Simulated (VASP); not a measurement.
# BN (P6_3mc) in VASP: settings compared, part 2 of 2

VASP 6.6.1. The steps go on from the part before.

**3. Single point, PBEsol**

Input file INCAR:

```
PREC     = Accurate       # precision mode
ENCUT    = 520            # plane-wave cutoff, eV
EDIFF    = 1E-6           # SCF threshold, eV
ISMEAR   = 0              # smearing method
SIGMA    = 0.01           # smearing width, eV
LREAL    = False          # projectors in reciprocal space
LASPH    = True           # aspherical terms in the spheres
NELM     = 80             # most SCF steps
ALGO     = Normal         # electronic algorithm
ISIF     = 2              # what is computed and relaxed
LWAVE    = False          # write WAVECAR
LCHARG   = False          # write CHGCAR
GGA      = PS             # functional
NBANDS   = 16             # bands
```

Input file KPOINTS:

```
regular mesh
0
Gamma
  8 8 5
```

Input file POSCAR:

```
BN
1.0
    2.5360000000      0.0000000000      0.0000000000
   -1.2680000000      2.1962400000      0.0000000000
    0.0000000000      0.0000000000      4.1990000000
B N
2 2
Direct
    0.6666666667      0.3333333333      0.0000000000
    0.3333333333      0.6666666667      0.5000000000
    0.6666666667      0.3333333333      0.3750000000
    0.3333333333      0.6666666667      0.8750000000
```

Potentials or basis: VASP PAW PBE potentials, release 64 (B, N).

Started as:

```
$ cat potpaw_PBE.64/B/POTCAR potpaw_PBE.64/N/POTCAR > POTCAR
$ mpirun -np 1 vasp_std > vasp.out
```

OUTCAR:

```text
PREC = Accurate
   ENCUT = 520
   EDIFF = 1E-6
   ISMEAR = 0
   LREAL = False
   LASPH = True
   NELM = 80
   ISIF = 2
   GGA = PS

 ion  position               nearest neighbor table
   1  0.667  0.333  0.000-   4 1.56   4 1.56   4 1.56   3 1.57
   2  0.333  0.667  0.500-   3 1.56   3 1.56   3 1.56   4 1.57
   3  0.667  0.333  0.375-   2 1.56   2 1.56   2 1.56   1 1.57
   4  0.333  0.667  0.875-   1 1.56   1 1.56   1 1.56   2 1.57

  LATTYP: Found a hexagonal cell.
 ALAT       =     2.5360000000
 C/A-ratio  =     1.6557570978

  Lattice vectors:

 A1 = (   2.5360000000,   0.0000000000,   0.0000000000)
 A2 = (  -1.2680000000,   2.1962400000,   0.0000000000)
 A3 = (   0.0000000000,   0.0000000000,   4.1990000000)

Analysis of symmetry for initial positions (statically):
=====================================================================
 Subroutine PRICEL returns:
 Original cell was already a primitive cell.

 Routine SETGRP: Setting up the symmetry group for a
 hexagonal supercell.

 Subroutine GETGRP returns: Found 12 space group operations
 (whereof  6 operations were pure point group operations)
[... 167 lines left out ...]
  free energy    TOTEN  =       -36.62386432 eV

  energy without entropy =      -36.62386432  energy(sigma->0) =      -36.62386432

 E-fermi :   7.6865     XC(G=0): -13.0566

 val. band max:        7.6414809896   @ k =   0.0000   0.0000   0.0000
 cond. band min:      12.9400345960   @ k =   0.3750   0.2500   0.0000
 fundamental gap:      5.2985536064
 Fermi energy:         7.6864718067

 k-point     1 :       0.0000    0.0000    0.0000
  band No.  band energies     occupation
      1     -12.9004      2.00000
      2      -8.6560      2.00000
      3      -3.4584      2.00000
      4       5.4960      2.00000
      5       5.4960      2.00000
      6       7.3886      2.00000
[... 433 lines left out ...]
      3      -1.5435      2.00000
      4      -0.6874      2.00000
      5       2.8297      2.00000
      6       3.7011      2.00000
[... 8 lines left out ...]
     15      23.0435      0.00000
     16      24.2956      0.00000

 [... further k-points ...]
[... 5 lines left out ...]
  --------------------------------------------------------------------------------------
  -------------------------------------------------------------------------------------
  Total        0.4307291      0.4307289      0.2709205      0.0000000      0.0000000     -0.0000000
  in kB       29.5080038     29.5079924     18.5599823      0.0000000      0.0000000     -0.0000000
  external PRESSURE =      25.8586595 kB  Pullay stress =       0.0000000 kB

 VOLUME and BASIS-vectors are now :
 -----------------------------------------------------------------------------
  energy-cutoff  :      520.00
  volume of cell :       23.39
      direct lattice vectors                 reciprocal lattice vectors
     2.536000000  0.000000000  0.000000000     0.394321767  0.227661822  0.000000000
    -1.268000000  2.196240000  0.000000000     0.000000000  0.455323644  0.000000000
     0.000000000  0.000000000  4.199000000     0.000000000  0.000000000  0.238151941

 POSITION                                       TOTAL-FORCE (eV/Angst)
 -----------------------------------------------------------------------------------
      1.26800      0.73208      0.00000         0.000000     -0.000000      0.062165
     -0.00000      1.46416      2.09950        -0.000000     -0.000000      0.062165
      1.26800      0.73208      1.57462        -0.000000     -0.000000     -0.062165
     -0.00000      1.46416      3.67413         0.000000      0.000000     -0.062165
 -----------------------------------------------------------------------------------
    total drift:                               -0.000000     -0.000000     -0.000445

  FREE ENERGIE OF THE ION-ELECTRON SYSTEM (eV)
  ---------------------------------------------------
  free  energy   TOTEN  =       -36.6238643206 eV

  energy  without entropy=      -36.6238643206  energy(sigma->0) =      -36.62386432
```

It took 21 s on 1 thread of AMD EPYC 7R13, shared host; peak memory 0.1 GiB.

Results:

| Item | Value |
| --- | --- |
| Free energy | -36.6239 eV |
| Pressure | 2.6 GPa |
| Largest force | 0.062 eV/Å |
| Band gap on the k mesh | 5.30 eV, indirect (least direct gap 8.25 eV) |

Forces in eV/Å, atoms in the order of the input:
```
B    0.000  0.000  0.062
B    0.000  0.000  0.062
N    0.000  0.000 -0.062
N    0.000  0.000 -0.062
```

Caveat: the PAW data sets were made with another functional, which shifts forces and pressure a little. A k mesh can miss the band edges.

**4. Single point, BLYP**

Input file INCAR:

```
SYSTEM = BN
PREC     = Accurate       ! precision mode
ENCUT    = 520            ! plane-wave cutoff, eV
EDIFF    = 1E-6           ! SCF threshold, eV
ISMEAR   = 0              ! smearing method
SIGMA    = 0.01           ! smearing width, eV
LREAL    = .FALSE.        ! projectors in reciprocal space
LASPH    = .TRUE.         ! aspherical terms in the spheres
NELM     = 60             ! most SCF steps
ALGO     = Normal         ! electronic algorithm
ISIF     = 2              ! what is computed and relaxed
LWAVE    = .FALSE.        ! write WAVECAR
LCHARG   = .FALSE.        ! write CHGCAR
GGA      = B5             ! functional
ALDAX    = 1.0          
AGGAX    = 1.0          
AGGAC    = 1.0          
ALDAC    = 0.0          
NBANDS   = 16             ! bands
```

Input file KPOINTS:

```
Automatic mesh
0
G
  8 8 5
  0 0 0
```

POSCAR is that of step 3.

Started as:

```
$ cat potpaw_PBE.64/B/POTCAR potpaw_PBE.64/N/POTCAR > POTCAR
$ mpirun -np 1 vasp_std > vasp.out
```

It took 42 s on 1 thread of AMD EPYC 7R13, shared host; peak memory 0.1 GiB.

It converged, with:

| Property | Result |
| --- | --- |
| Free energy | -32.7011 eV |
| Pressure | 15.0 GPa |
| Largest force | 0.042 eV/Å |
| Band gap on the k mesh | 5.91 eV, indirect (least direct gap 8.55 eV) |

Forces in eV/Å, atoms in the order of the input:
```
B    0.000  0.000  0.042
B    0.000  0.000  0.042
N    0.000  0.000 -0.042
N    0.000  0.000 -0.042
```

Stress tensor (GPa, compression positive):
```
15.37  0.00  0.00
 0.00 15.37  0.00
 0.00  0.00 14.35
```

Levels at points of the mesh, in eV from the valence-band top:
| k point | band 4 | band 5 | band 6 | band 7 | band 8 | band 9 | band 10 | band 11 | band 12 | band 13 |
| --- | --- | --- | --- | --- | --- | --- | --- | --- | --- | --- |
| (0.00, 0.00, 0.00) | -2.10 | -2.10 | -0.24 | 0.00 | 0.00 | 8.57 | 8.57 | 8.78 | 9.96 | 11.27 |
| (0.50, 0.00, 0.00) | -7.72 | -6.81 | -4.94 | -4.30 | -2.11 | 7.13 | 8.31 | 10.88 | 11.87 | 13.10 |

Caveat: the PAW data sets were made with another functional, which shifts forces and pressure a little. A k mesh can miss the band edges.

**5. Single point, RPBE**

Input file INCAR:

```
SYSTEM = BN
ALGO = Normal
EDIFF = 1E-6
ENCUT = 520
GGA = RP
ISIF = 2
ISMEAR = 0
LASPH = .TRUE.
LCHARG = .FALSE.
LREAL = .FALSE.
LWAVE = .FALSE.
NBANDS = 16
NELM = 80
PREC = Accurate
SIGMA = 0.01
```

Input file KPOINTS:

```
k-points
0
G
  8 8 5
  0 0 0
```

POSCAR is that of step 4.

Started as:

```
$ cat potpaw_PBE.64/B/POTCAR potpaw_PBE.64/N/POTCAR > POTCAR
$ mpirun -np 1 vasp_std > vasp.out
```

Wall time 22 s (1 thread of AMD EPYC 7R13, shared host); peak memory 0.1 GiB.

It converged, with:

| Property | Result |
| --- | --- |
| Free energy | -33.1473 eV |
| Pressure | 14.2 GPa |
| Largest force | 0.062 eV/Å |
| Band gap on the k mesh | 5.59 eV, indirect (least direct gap 8.40 eV) |

Forces in eV/Å, atoms in the order of the input:
```
B    0.000  0.000  0.062
B    0.000  0.000  0.062
N    0.000  0.000 -0.062
N    0.000  0.000 -0.062
```

Stress tensor (GPa, compression positive):
```
14.68  0.00  0.00
 0.00 14.68  0.00
 0.00  0.00 13.22
```

Levels at points of the mesh, in eV from the valence-band top:
```tsv
k point	band 6	band 7	band 8	band 9	band 10	band 11
(0.00, 0.00, 0.00)	-0.25	0.00	0.00	8.49	8.49	8.67
(0.50, 0.00, 0.00)	-5.03	-4.43	-2.14	6.80	8.06	10.75
```

Caveat: the PAW data sets were made with another functional, which shifts forces and pressure a little. A k mesh can miss the band edges.

**6. Single point, r2SCAN**

POSCAR is that of step 5.

Input file INCAR.step1:

```
  PREC = Accurate
  ENCUT = 520
  ISMEAR = 0
  SIGMA = 0.01
  LREAL = F
  LASPH = T
  NELM = 100
  NBANDS = 16
  GGA = PE
  ALGO = Normal
  EDIFF = 1E-4
  LWAVE = T
  LCHARG = F
```

Input file INCAR.step2:

```
  PREC = Accurate
  ENCUT = 520
  EDIFF = 1E-6
  ISMEAR = 0
  SIGMA = 0.01
  LREAL = F
  LASPH = T
  NELM = 100
  ALGO = Normal
  ISIF = 2
  LWAVE = F
  LCHARG = F
  METAGGA = R2SCAN
  LMIXTAU = T
  NBANDS = 16
  ISTART = 1
```

Input file KPOINTS:

```
regular mesh
0
Gamma
  8 8 5
```

Potentials or basis: VASP PAW PBE potentials, release 64 (B, N).

Started as:

```
$ cat potpaw_PBE.64/B/POTCAR potpaw_PBE.64/N/POTCAR > POTCAR
$ cp INCAR.step1 INCAR
$ mpirun -np 1 vasp_std > vasp.out
$ cp INCAR.step2 INCAR
$ mpirun -np 1 vasp_std > vasp.out
```

Wall time 96 s (1 thread of AMD EPYC 7R13, shared host); peak memory 0.11 GiB.

Results (log left out):

```
Free energy            : -38.2618 eV
Pressure               : 4.5 GPa
Largest force          : 0.050 eV/Å
Band gap on the k mesh : 6.06 eV, indirect (least direct gap 9.03 eV)
```

Forces on the atoms (eV/Å):
```
B    0.000  0.000  0.050
B    0.000  0.000  0.050
N    0.000  0.000 -0.050
N    0.000  0.000 -0.050
```

Stress tensor (GPa, compression positive):
```
4.85 0.00 0.00
0.00 4.85 0.00
0.00 0.00 3.77
```

Levels at points of the mesh, in eV from the valence-band top:
```csv
k point,band 4,band 5,band 6,band 7,band 8,band 9,band 10,band 11,band 12,band 13
"(0.00, 0.00, 0.00)",-2.22,-2.22,-0.25,0.00,0.00,9.13,9.13,9.32,10.35,11.71
"(0.50, 0.00, 0.00)",-8.22,-7.24,-5.23,-4.55,-2.22,7.35,8.64,11.46,12.33,13.91
```

Caveat: the PAW data sets were made with another functional, which shifts forces and pressure a little. A k mesh can miss the band edges.

**7. Overview**

```tsv
level	gap on the mesh (eV)	pressure (GPa)	largest force (eV/Å)
PBE	5.52	8.3	0.06
PBEsol	5.30	2.6	0.06
BLYP	5.91	15.0	0.04
RPBE	5.59	14.2	0.06
r2SCAN	6.06	4.5	0.05
```

Alike in all rows: task single point; potentials or basis VASP PAW PBE potentials, release 64 (B, N); no spin polarisation; cell as given; k mesh 8 × 8 × 5; cutoff (eV) 520; smearing gaussian 0.01 eV.

On the cell as given the gap runs from 5.30 eV (PBEsol) to 6.06 eV (r2SCAN). The pressure there spans 2.6 GPa (PBEsol) to 15.0 GPa (BLYP); a positive pressure means that this level wants a larger cell, a negative one a smaller.

Caveats: the PAW data sets were made with another functional, which shifts forces and pressure a little (some runs).

Total energies depend on the potentials used, so only differences within one code and one set of settings carry meaning.
